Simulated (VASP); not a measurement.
# Sr (I4_1/amd) in VASP: further runs

Aim: see how the results for Sr move with the level of theory and the settings. Levels: PBE, LDA, PBEsol+D4. Tasks: single point.

All numbers are computed with VASP 6.6.1; they aren't measurements. Logs are shortened: lines on timing, memory, paths and dates and some standing lists are left out, and cuts for length are marked.

## (1) The cell of the first run

The structure is tetragonal, space group I4_1/amd (No. 141). Conventional cell: a = 7.413 Å, b = 7.413 Å, c = 4.042 Å, α = 90.00°, β = 90.00°, γ = 90.00°. Sr (site symmetry -4m2) has 10 Sr at 3.84 to 4.79 Å within 5.0 Å.

## (2) Single point, PBE

INCAR

```
PREC     = Accurate       # precision mode
ENCUT    = 520            # plane-wave cutoff, eV
EDIFF    = 1E-7           # SCF threshold, eV
ISMEAR   = 0              # smearing method
SIGMA    = 0.1            # smearing width, eV
LREAL    = F              # projectors in reciprocal space
LASPH    = T              # aspherical terms in the spheres
NELM     = 80             # most SCF steps
ALGO     = Normal         # electronic algorithm
ISIF     = 2              # what is computed and relaxed
LWAVE    = F              # write WAVECAR
LCHARG   = F              # write CHGCAR
GGA      = PE             # functional
NBANDS   = 17             # bands
NELECT   = 19.75
```

KPOINTS

```
Automatic mesh
0
Gamma
  1 1 1
```

POSCAR

```
Sr
1.0
   -3.7063582770      3.7063582770      2.0208764669
    3.7063582770     -3.7063582770      2.0208764669
    3.7063582770      3.7063582770     -2.0208764669
Sr
2
Direct
    1.1560000000      0.3880000000      1.3160000000
    0.4060000000      0.1380000000      0.8160000000
```

Potentials or basis: VASP PAW PBE potentials, release 64 (Sr_sv).

Launch:

```bash
> cat potpaw_PBE.64/Sr_sv/POTCAR > POTCAR
> mpirun -np 1 vasp_gam > vasp.out
```

OUTCAR:

```text
PREC = Accurate
   ENCUT = 520
   EDIFF = 1E-7
   ISMEAR = 0
   LREAL = F
   LASPH = T
   NELM = 80
   ISIF = 2
   GGA = PE
   NELECT = 19.75

 ion  position               nearest neighbor table
   1  0.156  0.388  0.316-   2 3.84   2 3.84   2 3.84   2 3.84   2 4.79   2 4.79   2 4.79   2 4.79

   2  0.406  0.138  0.816-   1 3.84   1 3.84   1 3.84   1 3.84   1 4.79   1 4.79   1 4.79   1 4.79

  LATTYP: Found a body centered tetragonal cell.
 ALAT       =     7.4127165540
 C/A-ratio  =     0.5452458494

  Lattice vectors:

 A1 = (  -3.7063582770,   3.7063582770,   2.0208764669)
 A2 = (   3.7063582770,  -3.7063582770,   2.0208764669)
 A3 = (   3.7063582770,   3.7063582770,  -2.0208764669)

Analysis of symmetry for initial positions (statically):
=====================================================================
 Subroutine PRICEL returns:
 Original cell was already a primitive cell.

 Routine SETGRP: Setting up the symmetry group for a
 body centered tetragonal supercell.

 Subroutine GETGRP returns: Found 16 space group operations
 (whereof  1 operations were pure point group operations)
 out of a pool of 16 trial point group operations.

The static configuration has the point symmetry C_1 .
 The point group associated with its full space group is D_4h.

Analysis of symmetry for dynamics (positions and initial velocities):
=====================================================================
 Subroutine PRICEL returns:
 Original cell was already a primitive cell.

 Routine SETGRP: Setting up the symmetry group for a
 body centered tetragonal supercell.

 Subroutine GETGRP returns: Found 16 space group operations
 (whereof  1 operations were pure point group operations)
 out of a pool of 16 trial point group operations.

The dynamic configuration has the point symmetry C_1 .
 The point group associated with its full space group is D_4h.

 Subroutine INISYM returns: Found 16 space group operations
 (whereof  1 operations are pure point group operations),
 and found     1 'primitive' translations

----------------------------------------------------------------------------------------

                                     Primitive cell

  volume of cell :     111.0439

  direct lattice vectors                    reciprocal lattice vectors
    -3.706358277  3.706358277  2.020876467     0.000000000  0.134903310  0.247417399
     3.706358277 -3.706358277  2.020876467     0.134903310  0.000000000  0.247417399
     3.706358277  3.706358277 -2.020876467     0.134903310  0.134903310  0.000000000

  length of vectors
     5.617661885  5.617661885  5.617661885     0.281805381  0.281805381  0.190782091

  position of ions in fractional coordinates (direct lattice)
     0.156000000  0.388000000  0.316000000
     0.406000000  0.138000000  0.816000000

  ion indices of the primitive-cell ions
   primitive index   ion index
                 1           1
                 2           2

----------------------------------------------------------------------------------------

 KPOINTS: Automatic mesh

Automatic generation of k-mesh.
 Grid dimensions read from file:
 generate k-points for:    1    1    1

 Generating k-lattice:

  Cartesian coordinates                     Fractional coordinates (reciprocal lattice)
     0.000000000  0.134903310  0.247417399     1.000000000  0.000000000 -0.000000000
     0.134903310  0.000000000  0.247417399     0.000000000  1.000000000 -0.000000000
     0.134903310  0.134903310  0.000000000     0.000000000  0.000000000  1.000000000

  Length of vectors
     0.281805381  0.281805381  0.190782091

  Shift w.r.t. Gamma in fractional coordinates (k-lattice)
     0.000000000  0.000000000  0.000000000

 Subroutine IBZKPT returns following result:
 ===========================================

 Found      1 irreducible k-points:

 Following reciprocal coordinates:
            Coordinates               Weight
  0.000000  0.000000  0.000000      1.000000
   k-points           NKPTS =      1   k-points in BZ     NKDIM =      1   number of bands    NBANDS=     17
   number of dos      NEDOS =    301   number of ions     NIONS =      2
   total plane-waves  NPLWV =  74088
   dimension x,y,z NGX =    42 NGY =   42 NGZ =   42
   dimension x,y,z NGXF=    84 NGYF=   84 NGZF=   84
   ions per type =               2
   NGX,Y,Z   is equivalent  to a cutoff of  12.43, 12.43, 12.43 a.u.
   NGXF,Y,Z  is equivalent  to a cutoff of  24.86, 24.86, 24.86 a.u.
 SYSTEM =  unknown system
   PREC   = accura    normal or accurate (medium, high low for compatibility)
   ISTART =      0    job   : 0-new  1-cont  2-samecut
   ICHARG =      2    charge: 1-file 2-atom 10-const
   ISPIN  =      1    spin polarized calculation?
   LNONCOLLINEAR =      F non collinear calculations
   LSORBIT =      F    spin-orbit coupling
   LASPH  =      T    aspherical Exc in radial PAW
   ENCUT  =  520.0 eV  38.22 Ry    6.18 a.u.  10.45 10.45 10.45*2*pi/ulx,y,z
   NELM   =     80;   NELMIN=  2; NELMDL= -5     # of ELM steps
   EDIFF  = 0.1E-06   stopping-criterion for ELM
   LREAL  =      F    real-space projection
   EDIFFG = 0.1E-05   stopping-criterion for IOM
   NSW    =      0    number of steps for IOM
   IBRION =     -1    ionic relax: 0-MD 1-quasi-New 2-CG
   NFREE  =      0    steps in history (QN), initial steepest desc. (CG)
   ISIF   =      2    stress and relaxation
   ISYM   =      2    0-nonsym 1-usesym 2-fastsym
   POTIM  = 0.5000    time-step for ionic-motion
   TEBEG  =    0.0;   TEEND  =   0.0 temperature during run
   PSTRESS=    0.0 pullay stress
   NELECT =      19.7500    total number of electrons
   NUPDOWN=      -1.0000    fix difference up-down
   EMIN   =  10.00;   EMAX   =-10.00  energy-range for DOS
   EFERMI =   0.00;   METHOD = LEGACY
   ISMEAR =     0;   SIGMA  =   0.10  broadening in eV -4-tet -1-fermi 0-gaus
   EFERMI_NEDOS =   21; number of points for ismear=-14 and -15
   IALGO  =     38    algorithm
   IMIX   =      4    mixing-type and parameters
     AMIX     =   0.40;   BMIX     =  1.00
     AMIX_MAG =   1.60;   BMIX_MAG =  1.00
  volume/ion in A,a.u.               =      55.52       374.68
  Fermi-wavevector in a.u.,A,eV,Ry     =   0.920659  1.739794 11.532486  0.847614
  Thomas-Fermi vector in A             =   2.045990
   LORBIT       =      0    0 simple, 1 ext, 2 COOP (PROOUT), +10 PAW based schemes
   GGA     = PE    functional components
   LHFCALC =     F    Hartree Fock is set to
   AEXX    =    0.0000 exact exchange contribution
   IVDW    =     0    specifies the selected vdW correction
   LEPSILON=     F    determine dielectric tensor
   LRPA    =     F    only Hartree local field effects (RPA)
 non-spin polarized calculation
 Gauss-broadening in eV      SIGMA  =   0.10
  energy-cutoff  :      520.00
  volume of cell :      111.04
 maximum number of plane-waves:      1518
 NGX is ok and might be reduce to    42
   NGX = 21   NGY = 21   NGZ = 21

 number of electron      19.7500000 magnetization

 Free energy of the ion-electron system (eV)
  ---------------------------------------------------
  ext. energy  EPLUGINS =         0.00000000
  ---------------------------------------------------
  free energy    TOTEN  =        -6.02881934 eV

  energy without entropy =       -5.99970725  energy(sigma->0) =       -6.01426330

 E-fermi :   1.3561     XC(G=0):  -7.1439

 val. band max:        1.2747975030   @ k =   0.0000   0.0000   0.0000
 cond. band min:       2.0019335452   @ k =   0.0000   0.0000   0.0000
 fundamental gap:      0.7271360422
 Fermi energy:         1.3561394878

 k-point     1 :       0.0000    0.0000    0.0000
  band No.  band energies     occupation
      1     -35.2265      2.00000
      2     -35.1896      2.00000
      3     -17.2718      2.00000
      4     -17.2684      2.00000
      5     -17.2338      2.00000
      6     -17.2338      2.00000
      7     -17.0031      2.00000
      8     -17.0031      2.00000
      9      -1.8521      2.00000
     10       1.2748      1.75000
     11       2.0019      0.00000
     12       2.8411      0.00000
     13       3.1035      0.00000
     14       4.3119      0.00000
     15       4.3119      0.00000
     16       5.0333      0.00000
     17       5.0452      0.00000

------------------------ aborting loop because EDIFF is reached ----------------------------------------

  FORCE on cell =-STRESS in cart. coord.  units (eV):
  Direction    XX          YY          ZZ          XY          YZ          ZX
  --------------------------------------------------------------------------------------
  -------------------------------------------------------------------------------------
  Total       -5.1484246     -5.1484246     -3.0105886      0.0000000      0.0000000      0.0000000
  in kB      -74.2831621    -74.2831621    -43.4377617      0.0000000      0.0000000      0.0000000
  external PRESSURE =     -64.0013619 kB  Pullay stress =       0.0000000 kB

 VOLUME and BASIS-vectors are now :
 -----------------------------------------------------------------------------
  energy-cutoff  :      520.00
  volume of cell :      111.04
      direct lattice vectors                 reciprocal lattice vectors
    -3.706358277  3.706358277  2.020876467     0.000000000  0.134903310  0.247417399
     3.706358277 -3.706358277  2.020876467     0.134903310  0.000000000  0.247417399
     3.706358277  3.706358277 -2.020876467     0.134903310  0.134903310  0.000000000

 POSITION                                       TOTAL-FORCE (eV/Angst)
 -----------------------------------------------------------------------------------
      2.03108      0.31133      0.46076         0.000000     -0.000000     -0.000000
      2.03108      4.01769     -0.54968        -0.000000      0.000000      0.000000
 -----------------------------------------------------------------------------------
    total drift:                               -0.000000     -0.000000     -0.000000

  FREE ENERGIE OF THE ION-ELECTRON SYSTEM (eV)
  ---------------------------------------------------
  free  energy   TOTEN  =        -6.0288193386 eV

  energy  without entropy=       -5.9997072532  energy(sigma->0) =       -6.01426330
```

Run time: 6.2 s. Hardware: 1 thread of Intel Xeon Platinum 8559C (Emerald Rapids), shared host; peak memory 0.22 GiB.

The run converged, but its numbers aren't listed here, since they failed a check.

Caveat: the k points lie up to 1.77 Å⁻¹ apart; the cell carries a net charge on a neutralising background, which shifts energy and pressure; the cell is charged against a uniform background, so pressure and absolute levels hang on convention; the mesh shows a gap though the element is a metal.

## (3) Single point, PBE

INCAR

```
SYSTEM = Sr
  PREC = Accurate
  ENCUT = 520
  EDIFF = 1E-6
  ISMEAR = 0
  SIGMA = 0.1
  LREAL = .FALSE.
  LASPH = .TRUE.
  NELM = 100
  ALGO = Normal
  ISIF = 2
  LWAVE = .FALSE.
  LCHARG = .TRUE.
  GGA = PE
  LELF = .TRUE.
  LVHAR = .TRUE.
  NBANDS = 17
```

KPOINTS

```
Automatic mesh
0
G
  4 4 4
  0 0 0
```

POSCAR

```
Sr
1.0
   -3.7063582770      3.7063582770      2.0208764669
    3.7063582770     -3.7063582770      2.0208764669
    3.7063582770      3.7063582770     -2.0208764669
Sr
2
Direct
    0.7500000000      0.2500000000      0.5000000000
    0.0000000000      0.0000000000      0.0000000000
```

Potentials or basis: VASP PAW PBE potentials, release 64 (Sr_sv).

Launch:

```bash
> cat potpaw_PBE.64/Sr_sv/POTCAR > POTCAR
> mpirun -np 1 vasp_std > vasp.out
```

OUTCAR:

```text
SYSTEM = Sr
   PREC = Accurate
   ENCUT = 520
   EDIFF = 1E-6
   ISMEAR = 0
   LREAL = .FALSE.
   LASPH = .TRUE.
   NELM = 100
   ISIF = 2
   GGA = PE

 ion  position               nearest neighbor table
   1  0.750  0.250  0.500-   2 3.84   2 3.84   2 3.84   2 3.84   2 4.79   2 4.79   2 4.79   2 4.79

   2  0.000  0.000  0.000-   1 3.84   1 3.84   1 3.84   1 3.84   1 4.79   1 4.79   1 4.79   1 4.79

  LATTYP: Found a body centered tetragonal cell.
 ALAT       =     7.4127165540
 C/A-ratio  =     0.5452458494

  Lattice vectors:

 A1 = (  -3.7063582770,   3.7063582770,   2.0208764669)
 A2 = (   3.7063582770,  -3.7063582770,   2.0208764669)
 A3 = (   3.7063582770,   3.7063582770,  -2.0208764669)

Analysis of symmetry for initial positions (statically):
=====================================================================
 Subroutine PRICEL returns:
 Original cell was already a primitive cell.

 Routine SETGRP: Setting up the symmetry group for a
 body centered tetragonal supercell.

 Subroutine GETGRP returns: Found 16 space group operations
 (whereof  8 operations were pure point group operations)
[... 151 lines left out ...]
  free energy    TOTEN  =        -2.72249754 eV

  energy without entropy =       -2.68808295  energy(sigma->0) =       -2.70529025

 E-fermi :   1.3505     XC(G=0):  -7.3136

 val. band max:        1.3490163952   @ k =   0.5000   0.5000   0.5000
 cond. band min:       1.3945908590   @ k =   0.5000   0.0000   0.0000
 fundamental gap:      0.0455744638
 Fermi energy:         1.3505130764

 k-point     1 :       0.0000    0.0000    0.0000
  band No.  band energies     occupation
      1     -35.2655      2.00000
      2     -35.2273      2.00000
      3     -17.3617      2.00000
      4     -17.3617      2.00000
      5     -17.1325      2.00000
      6     -17.1287      2.00000
[... 237 lines left out ...]
      4     -17.4008      2.00000
      5     -17.1317      2.00000
      6     -17.1317      2.00000
[... 9 lines left out ...]
     16       4.7285      0.00000
     17       5.3545      0.00000

------------------------ aborting loop because EDIFF is reached ----------------------------------------

  FORCE on cell =-STRESS in cart. coord.  units (eV):
  Direction    XX          YY          ZZ          XY          YZ          ZX
  --------------------------------------------------------------------------------------
  -------------------------------------------------------------------------------------
  Total        0.4588976      0.4588976      0.1012817      0.0000000      0.0000000     -0.0000000
  in kB        6.6211257      6.6211257      1.4613255      0.0000000      0.0000000     -0.0000000
  external PRESSURE =       4.9011923 kB  Pullay stress =       0.0000000 kB

 VOLUME and BASIS-vectors are now :
 -----------------------------------------------------------------------------
  energy-cutoff  :      520.00
  volume of cell :      111.04
      direct lattice vectors                 reciprocal lattice vectors
    -3.706358277  3.706358277  2.020876467     0.000000000  0.134903310  0.247417399
     3.706358277 -3.706358277  2.020876467     0.134903310  0.000000000  0.247417399
     3.706358277  3.706358277 -2.020876467     0.134903310  0.134903310  0.000000000

 POSITION                                       TOTAL-FORCE (eV/Angst)
 -----------------------------------------------------------------------------------
     -0.00000      3.70636      1.01044         0.000000      0.000000      0.000000
      0.00000      0.00000      0.00000        -0.000000     -0.000000     -0.000000
 -----------------------------------------------------------------------------------
    total drift:                               -0.000000     -0.000000      0.000000

  FREE ENERGIE OF THE ION-ELECTRON SYSTEM (eV)
  ---------------------------------------------------
  free  energy   TOTEN  =        -2.7224975442 eV

  energy  without entropy=       -2.6880829493  energy(sigma->0) =       -2.70529025
```

Wall time 15 s (1 thread of Intel Xeon Platinum 8559C (Emerald Rapids), shared host); peak memory 0.24 GiB.

What came out:

- Free energy: -2.7225 eV
- Pressure: 0.5 GPa
- Band gap on the k mesh: zero (band 10 reaches 1.53 eV, above the bottom of band 11 at 1.22 eV)

Levels at points of the mesh, in eV from the Fermi level:
| k point | band 8 | band 9 | band 10 | band 11 | band 12 | band 13 |
| --- | --- | --- | --- | --- | --- | --- |
| (0.00, 0.00, 0.00) | -18.47 | -3.40 | -0.27 | 0.75 | 1.16 | 1.80 |
| (0.50, 0.00, 0.00) | -18.46 | -0.77 | -0.01 | 0.04 | 1.12 | 1.35 |
| (0.50, 0.50, 0.00) | -18.47 | -1.80 | -1.80 | 1.16 | 1.16 | 1.66 |
| (0.50, 0.50, 0.50) | -18.45 | -1.07 | -1.07 | 0.00 | 0.00 | 1.74 |

Caveat: the k points lie up to 0.44 Å⁻¹ apart.

(Part 1 of 2 ends here.)
